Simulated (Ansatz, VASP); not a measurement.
# Al in VASP and in Ansatz

```xyz
1
Lattice="-1.5944 1.5944 1.5944 1.5944 -1.5944 1.5944 1.5944 1.5944 -1.5944" Properties=species:S:1:pos:R:3 pbc="T T T"
Al    0.0000    0.0000    0.0000
```

Alike in both runs: functional r2SCAN; k mesh 18 × 18 × 18; occupations gaussian, width 0.1 eV; no spin polarisation.

Ansatz relaxed the structure, and its values are those at the end. VASP's run is a single point on that final structure, the one shown.

```csv
,VASP,Ansatz
version,VASP 6.6.1,Ansatz 0.2.0
potentials or method,"VASP PAW PBE potentials, release 64 (Al), cutoff 520 eV","scalar-relativistic, plane waves, PAW"
valence electrons in the cell,3,3
```

|  | VASP | Ansatz | Ansatz less VASP |
| --- | --- | --- | --- |
| gap on the k mesh at the Fermi level (eV) | none | none | - |
| pressure (GPa) | -0.3 | 0.0 | +0.31 |

VASP's potentials were made for PBE, not for r2SCAN. A gap of «none» marks a metal or a gap that the smearing closes.
